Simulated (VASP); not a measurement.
# Na in VASP: further runs

The runs below take Na through single point, with PBEsol, PBE.

All numbers are computed with VASP 6.6.1; they aren't measurements. Logs are shortened: lines on timing, memory, paths and dates and some standing lists are left out, and cuts for length are marked.

**1. The cell of the first run**

The structure is cubic, space group Im-3m (No. 229). The conventional cell has a = 4.258 Å, b = 4.258 Å, c = 4.258 Å, α = 90.00°, β = 90.00°, γ = 90.00°. Within 4.8 Å of Na (site symmetry m-3m) lie 14 Na at 3.69 to 4.26 Å.

**2. Single point, PBEsol (strained)**

Input file INCAR:

```
  ALGO = Normal
  EDIFF = 1E-6
  ENCUT = 520
  GGA = PS
  ISIF = 2
  ISMEAR = 0
  LASPH = T
  LCHARG = T
  LELF = T
  LREAL = F
  LVHAR = T
  LWAVE = F
  NBANDS = 10
  NELM = 80
  PREC = Accurate
  SIGMA = 0.1
```

Input file KPOINTS:

```
k-points
0
Gamma
  14 14 14
```

Input file POSCAR:

```
Na
1.0
   -2.1290615500      2.1290615500      2.1290615500
    2.1290615500     -2.1290615500      2.1290615500
    2.1290615500      2.1290615500     -2.1290615500
Na
1
Direct
    0.0000000000      0.0000000000      0.0000000000
```

Potentials or basis: VASP PAW PBE potentials, release 64 (Na_pv).

Command:

```console
$ cat potpaw_PBE.64/Na_pv/POTCAR > POTCAR
$ mpirun -np 1 vasp_std > vasp.out
```

OUTCAR:

```text
EDIFF = 1E-6
   ENCUT = 520
   GGA = PS
   ISIF = 2
   ISMEAR = 0
   LASPH = T
   LREAL = F
   NELM = 80
   PREC = Accurate

 ion  position               nearest neighbor table
   1  0.000  0.000  0.000-

  LATTYP: Found a body centered cubic cell.
 ALAT       =     4.2581231000

  Lattice vectors:

 A1 = (  -2.1290615500,   2.1290615500,   2.1290615500)
 A2 = (   2.1290615500,  -2.1290615500,   2.1290615500)
 A3 = (   2.1290615500,   2.1290615500,  -2.1290615500)

Analysis of symmetry for initial positions (statically):
=====================================================================
 Subroutine PRICEL returns:
 Original cell was already a primitive cell.

 Routine SETGRP: Setting up the symmetry group for a
 body centered cubic supercell.

 Subroutine GETGRP returns: Found 48 space group operations
 (whereof 48 operations were pure point group operations)
 out of a pool of 48 trial point group operations.

The static configuration has the point symmetry O_h .

Analysis of symmetry for dynamics (positions and initial velocities):
=====================================================================
 Subroutine PRICEL returns:
 Original cell was already a primitive cell.

 Routine SETGRP: Setting up the symmetry group for a
 body centered cubic supercell.

 Subroutine GETGRP returns: Found 48 space group operations
 (whereof 48 operations were pure point group operations)
 out of a pool of 48 trial point group operations.

The dynamic configuration has the point symmetry O_h .

 Subroutine INISYM returns: Found 48 space group operations
 (whereof 48 operations are pure point group operations),
 and found     1 'primitive' translations

----------------------------------------------------------------------------------------

                                     Primitive cell

  volume of cell :      38.6033

  direct lattice vectors                    reciprocal lattice vectors
    -2.129061550  2.129061550  2.129061550     0.000000000  0.234845254  0.234845254
     2.129061550 -2.129061550  2.129061550     0.234845254  0.000000000  0.234845254
     2.129061550  2.129061550 -2.129061550     0.234845254  0.234845254  0.000000000

  length of vectors
     3.687642777  3.687642777  3.687642777     0.332121343  0.332121343  0.332121343

  position of ions in fractional coordinates (direct lattice)
     0.000000000  0.000000000  0.000000000

  ion indices of the primitive-cell ions
[... 78 lines left out ...]
   IBRION =     -1    ionic relax: 0-MD 1-quasi-New 2-CG
   NFREE  =      0    steps in history (QN), initial steepest desc. (CG)
   ISIF   =      2    stress and relaxation
   ISYM   =      2    0-nonsym 1-usesym 2-fastsym
   POTIM  = 0.5000    time-step for ionic-motion
   TEBEG  =    0.0;   TEEND  =   0.0 temperature during run
   PSTRESS=    0.0 pullay stress
   NELECT =       7.0000    total number of electrons
   NUPDOWN=      -1.0000    fix difference up-down
   EMIN   =  10.00;   EMAX   =-10.00  energy-range for DOS
   EFERMI =   0.00;   METHOD = LEGACY
   ISMEAR =     0;   SIGMA  =   0.10  broadening in eV -4-tet -1-fermi 0-gaus
   EFERMI_NEDOS =   21; number of points for ismear=-14 and -15
   IALGO  =     38    algorithm
   IMIX   =      4    mixing-type and parameters
     AMIX     =   0.40;   BMIX     =  1.00
     AMIX_MAG =   1.60;   BMIX_MAG =  1.00
  volume/ion in A,a.u.               =      38.60       260.51
  Fermi-wavevector in a.u.,A,eV,Ry     =   0.926615  1.751048 11.682170  0.858615
  Thomas-Fermi vector in A             =   2.052596
   LORBIT       =      0    0 simple, 1 ext, 2 COOP (PROOUT), +10 PAW based schemes
   GGA     = PS    functional components
   LHFCALC =     F    Hartree Fock is set to
   AEXX    =    0.0000 exact exchange contribution
   IVDW    =     0    specifies the selected vdW correction
   LEPSILON=     F    determine dielectric tensor
   LRPA    =     F    only Hartree local field effects (RPA)
 non-spin polarized calculation
 Gauss-broadening in eV      SIGMA  =   0.10
  energy-cutoff  :      520.00
  volume of cell :       38.60
 maximum number of plane-waves:      1055
   NGX = 13   NGY = 13   NGZ = 13

 number of electron       7.0000013 magnetization

 Free energy of the ion-electron system (eV)
  ---------------------------------------------------
  ext. energy  EPLUGINS =         0.00000000
  ---------------------------------------------------
  free energy    TOTEN  =        -1.39722055 eV

  energy without entropy =       -1.39414585  energy(sigma->0) =       -1.39568320

 E-fermi :   0.1684     XC(G=0):  -6.3954

 val. band max:        0.1416109024   @ k =  -0.3571   0.4286   0.1429
 cond. band min:       0.2203921523   @ k =   0.3571   0.0714   0.0714
 fundamental gap:      0.0787812499
 Fermi energy:         0.1684050365

 k-point     1 :       0.0000    0.0000    0.0000
  band No.  band energies     occupation
      1     -24.6252      2.00000
      2     -24.6252      2.00000
      3     -24.6252      2.00000
      4      -2.9993      2.00000
      5      11.6651      0.00000
      6      11.6651      0.00000
      7      11.6651      0.00000
      8      12.6462      0.00000
      9      12.6462      0.00000
     10      13.1713      0.00000
[... 287 lines left out ...]
 k-point    24 :       0.3571    0.2857    0.0000
  band No.  band energies     occupation
      1     -24.6490      2.00000
      2     -24.6442      2.00000
      3     -24.6291      2.00000
      4       1.8675      0.00000
      5       2.2642      0.00000
      6       3.4904      0.00000
      7       7.9788      0.00000
      8      12.1501      0.00000
      9      13.0294      0.00000
     10      14.0444      0.00000

 [... further k-points ...]

------------------------ aborting loop because EDIFF is reached ----------------------------------------

  FORCE on cell =-STRESS in cart. coord.  units (eV):
  Direction    XX          YY          ZZ          XY          YZ          ZX
  --------------------------------------------------------------------------------------
  -------------------------------------------------------------------------------------
  Total       -0.1092293     -0.1092293     -0.1092293      0.0000000      0.0000000     -0.0000000
  in kB       -4.5334105     -4.5334105     -4.5334105      0.0000000      0.0000000     -0.0000000
  external PRESSURE =      -4.5334105 kB  Pullay stress =       0.0000000 kB

 VOLUME and BASIS-vectors are now :
 -----------------------------------------------------------------------------
  energy-cutoff  :      520.00
  volume of cell :       38.60
      direct lattice vectors                 reciprocal lattice vectors
    -2.129061550  2.129061550  2.129061550     0.000000000  0.234845254  0.234845254
     2.129061550 -2.129061550  2.129061550     0.234845254  0.000000000  0.234845254
     2.129061550  2.129061550 -2.129061550     0.234845254  0.234845254  0.000000000

 POSITION                                       TOTAL-FORCE (eV/Angst)
 -----------------------------------------------------------------------------------
      0.00000      0.00000      0.00000        -0.000000      0.000000      0.000000
 -----------------------------------------------------------------------------------
    total drift:                               -0.000000     -0.000000     -0.000000

  FREE ENERGIE OF THE ION-ELECTRON SYSTEM (eV)
  ---------------------------------------------------
  free  energy   TOTEN  =        -1.3972205502 eV

  energy  without entropy=       -1.3941458501  energy(sigma->0) =       -1.39568320
```

OSZICAR:

```text
N       E                     dE             d eps       ncg     rms          rms(c)
DAV:   1     0.280942750593E+02    0.28094E+02   -0.37417E+03  2088   0.561E+02
DAV:   2    -0.755653329510E+00   -0.28850E+02   -0.28738E+02  2158   0.150E+02
DAV:   3    -0.139397048008E+01   -0.63832E+00   -0.63793E+00  2544   0.241E+01
DAV:   4    -0.139911349661E+01   -0.51430E-02   -0.51427E-02  2442   0.215E+00
DAV:   5    -0.139918885709E+01   -0.75360E-04   -0.75360E-04  2420   0.256E-01    0.232E-01
DAV:   6    -0.139766009020E+01    0.15288E-02   -0.27499E-03  2462   0.762E-01    0.142E-01
DAV:   7    -0.139727372475E+01    0.38637E-03   -0.24958E-03  2324   0.649E-01    0.457E-02
DAV:   8    -0.139722025633E+01    0.53468E-04   -0.20170E-04  2414   0.246E-01    0.212E-03
DAV:   9    -0.139722055024E+01   -0.29391E-06   -0.73205E-07  1588   0.955E-03
   1 F= -.13972206E+01 E0= -.13956832E+01  d E =-.307470E-02
```

stdout:

```text
POSCAR found type information on POSCAR Na
 POSCAR found :  1 types and       1 ions
 scaLAPACK will be used
 -----------------------------------------------------------------------------
|                                                                             |
|                                                                             |
|     You enforced a specific xc type in the INCAR file but a different       |
|     I HOPE YOU KNOW WHAT YOU ARE DOING!                                     |
|                                                                             |
 -----------------------------------------------------------------------------

 LDA part: xc-table for (Slater+PW92), standard interpolation
 POSCAR, INCAR and KPOINTS ok, starting setup
 FFT: planning ... GRIDC
 FFT: planning ... GRID_SOFT
 FFT: planning ... GRID
 WAVECAR not read
 entering main loop
```

It took 22 s on 1 thread of Intel Xeon Platinum 8259CL at 2.50GHz (Skylake/Cascade Lake), shared host; peak memory 0.17 GiB.

What came out:

```
Free energy            : -1.3972 eV
Pressure               : -0.5 GPa
Band gap on the k mesh : zero (an odd number of electrons rules out a gap without spin polarisation)
```

Levels at points of the mesh, in eV from the Fermi level:
```tsv
k point	band 1	band 2	band 3	band 4	band 5	band 6	band 7
(0.00, 0.00, 0.00)	-24.79	-24.79	-24.79	-3.17	11.50	11.50	11.50
(0.50, 0.00, 0.00)	-24.82	-24.80	-24.79	0.76	1.21	8.06	8.91
(0.50, 0.50, 0.50)	-24.82	-24.82	-24.82	4.47	4.47	4.78	4.78
```

Caveat: the cell differs from its parent crystal (strained); the PAW data sets were made with another functional, which shifts forces and pressure a little.

**3. Single point, PBE (strained)**

Input file INCAR:

```
  ALGO = Normal
  EDIFF = 1E-6
  ENCUT = 520
  GGA = PE
  ISIF = 2
  ISMEAR = 0
  LASPH = T
  LCHARG = F
  LREAL = F
  LWAVE = F
  NBANDS = 10
  NELM = 60
  PREC = Accurate
  SIGMA = 0.1
```

Input file KPOINTS:

```
k-points
0
Gamma
  12 12 12
```

Input file POSCAR:

```
Na
1.0
   -2.1086700250      2.1404325250      2.1086700250
    2.1086700250     -2.1404325250      2.1086700250
    2.1086700250      2.1404325250     -2.1086700250
Na
1
Direct
    0.0000000000      0.0000000000      0.0000000000
```

Potentials or basis: VASP PAW PBE potentials, release 64 (Na_pv).

Command:

```console
$ cat potpaw_PBE.64/Na_pv/POTCAR > POTCAR
$ mpirun -np 1 vasp_std > vasp.out
```

OUTCAR:

```text
EDIFF = 1E-6
   ENCUT = 520
   GGA = PE
   ISIF = 2
   ISMEAR = 0
   LASPH = T
   LREAL = F
   NELM = 60
   PREC = Accurate

 ion  position               nearest neighbor table
   1  0.000  0.000  0.000-

  LATTYP: Found a body centered tetragonal cell.
 ALAT       =     4.2173400500
 C/A-ratio  =     1.0150628119

  Lattice vectors:

 A1 = (  -2.1086700250,  -2.1404325250,   2.1086700250)
 A2 = (   2.1086700250,  -2.1404325250,  -2.1086700250)
 A3 = (   2.1086700250,   2.1404325250,   2.1086700250)

Analysis of symmetry for initial positions (statically):
=====================================================================
 Subroutine PRICEL returns:
 Original cell was already a primitive cell.

 Routine SETGRP: Setting up the symmetry group for a
 body centered tetragonal supercell.

 Subroutine GETGRP returns: Found 16 space group operations
 (whereof 16 operations were pure point group operations)
 out of a pool of 16 trial point group operations.

The static configuration has the point symmetry D_4h.

Analysis of symmetry for dynamics (positions and initial velocities):
=====================================================================
[... 165 lines left out ...]
      1     -24.6690      2.00000
      2     -24.6690      2.00000
      3     -24.6689      2.00000
      4      -2.9690      2.00000
      5      11.7423      0.00000
      6      11.7423      0.00000
      7      11.9637      0.00000
      8      12.6925      0.00000
      9      12.9104      0.00000
     10      13.2566      0.00000
[... 287 lines left out ...]
 k-point    24 :       0.4167    0.1667    0.0000
  band No.  band energies     occupation
      1     -24.6985      2.00000
      2     -24.6826      2.00000
      3     -24.6714      2.00000
      4       1.3082      0.00000
      5       1.7660      0.00000
      6       5.6483      0.00000
      7       8.4386      0.00000
      8      10.9866      0.00000
      9      13.5001      0.00000
     10      14.3280      0.00000

 [... further k-points ...]

------------------------ aborting loop because EDIFF is reached ----------------------------------------

  FORCE on cell =-STRESS in cart. coord.  units (eV):
  Direction    XX          YY          ZZ          XY          YZ          ZX
  --------------------------------------------------------------------------------------
  -------------------------------------------------------------------------------------
  Total       -0.0602311     -0.0478863     -0.0602311      0.0000000     -0.0000000      0.0000000
  in kB       -2.5348528     -2.0153174     -2.5348528      0.0000000     -0.0000000      0.0000000
  external PRESSURE =      -2.3616744 kB  Pullay stress =       0.0000000 kB

 VOLUME and BASIS-vectors are now :
 -----------------------------------------------------------------------------
  energy-cutoff  :      520.00
  volume of cell :       38.07
      direct lattice vectors                 reciprocal lattice vectors
    -2.108670025  2.140432525  2.108670025     0.000000000  0.233597646  0.237116284
     2.108670025 -2.140432525  2.108670025     0.237116284  0.000000000  0.237116284
     2.108670025  2.140432525 -2.108670025     0.237116284  0.233597646  0.000000000

 POSITION                                       TOTAL-FORCE (eV/Angst)
 -----------------------------------------------------------------------------------
      0.00000      0.00000      0.00000        -0.000000     -0.000000     -0.000000
 -----------------------------------------------------------------------------------
    total drift:                               -0.000000     -0.000000     -0.000000

  FREE ENERGIE OF THE ION-ELECTRON SYSTEM (eV)
  ---------------------------------------------------
  free  energy   TOTEN  =        -1.3095821215 eV

  energy  without entropy=       -1.3059381313  energy(sigma->0) =       -1.30776013
```

stdout:

```text
POSCAR found type information on POSCAR Na
 POSCAR found :  1 types and       1 ions
 scaLAPACK will be used
 LDA part: xc-table for (Slater+PW92), standard interpolation
 POSCAR, INCAR and KPOINTS ok, starting setup
 FFT: planning ... GRIDC
 FFT: planning ... GRID_SOFT
 FFT: planning ... GRID
 WAVECAR not read
 entering main loop
```

It took 30 s on 1 thread of Intel Xeon Platinum 8259CL at 2.50GHz (Skylake/Cascade Lake), shared host; peak memory 0.18 GiB.

Results:

- Free energy: -1.3096 eV
- Pressure: -0.2 GPa
- Band gap on the k mesh: zero (an odd number of electrons rules out a gap without spin polarisation)

Caveat: the cell differs from its parent crystal (strained).

**4. Single point, PBE (strained)**

Input file INCAR:

```
PREC = Accurate
ENCUT = 520
EDIFF = 1E-6
ISMEAR = 0
SIGMA = 0.1
LREAL = False
LASPH = True
NELM = 100
ALGO = Fast
ISIF = 2
LWAVE = False
LCHARG = False
GGA = PE
NBANDS = 10
```

Input file KPOINTS:

```
Automatic mesh
0
Gamma
  12 12 12
```

Input file POSCAR:

```
Na
1.0
   -2.1423382750      2.1980920500      2.1980920500
    2.1355199250     -2.1133920500      2.1065737000
    2.1355199250      2.1065737000     -2.1133920500
Na
1
Direct
    0.0000000000      0.0000000000      0.0000000000
```

Command:

```console
$ cat potpaw_PBE.64/Na_pv/POTCAR > POTCAR
$ mpirun -np 1 vasp_std > vasp.out
```

Run time: 1.8 min. Hardware: 1 thread of Intel Xeon Platinum 8259CL at 2.50GHz (Skylake/Cascade Lake), shared host; peak memory 0.26 GiB.

The run converged. Its results:

| Property | Result |
| --- | --- |
| Free energy | -1.3057 eV |
| Pressure | -0.6 GPa |
| Band gap on the k mesh | zero (an odd number of electrons rules out a gap without spin polarisation) |

Stress tensor (GPa, compression positive):
```
-0.55  0.01  0.01
 0.01 -0.56 -0.15
 0.01 -0.15 -0.56
```

Levels at points of the mesh, in eV from the Fermi level:
```
           k point  band 1  band 2  band 3  band 4  band 5  band 6
(0.00, 0.00, 0.00)  -24.92  -24.92  -24.92   -3.11   11.07   11.29
(0.50, 0.00, 0.00)  -24.95  -24.93  -24.92    0.63    0.98    8.14
(0.00, 0.50, 0.00)  -24.95  -24.93  -24.92    0.80    1.21    7.89
(0.50, 0.50, 0.00)  -24.95  -24.93  -24.92    0.77    1.18    7.92
(0.00, 0.50, 0.50)  -24.95  -24.93  -24.92    0.90    1.33    7.94
(0.50, 0.50, 0.50)  -24.95  -24.94  -24.94    4.42    4.48    4.63
```

Caveat: the cell differs from its parent crystal (strained).

**5. Overview**

```csv
level,cell,k mesh,gap on the mesh (eV),pressure (GPa)
PBEsol,"a = 3.688 Å, angles 109.5°, 1 atom",14 × 14 × 14,none,-0.5
PBE,"a = 3.671 Å, angles 109.9, 108.7, 109.9°, 1 atom",12 × 12 × 12,none,-0.2
PBE,"a = 3.775, b = 3.669, c = 3.669 Å, angles 108.8, 109.3, 109.3°, 1 atom",12 × 12 × 12,none,-0.6
```

Alike in all rows: task single point; potentials or basis VASP PAW PBE potentials, release 64 (Na_pv); no spin polarisation; cutoff (eV) 520; smearing gaussian 0.1 eV.

Caveats: the PAW data sets were made with another functional, which shifts forces and pressure a little (at least some runs).

Absolute energies hang on the potentials; compare differences alone.
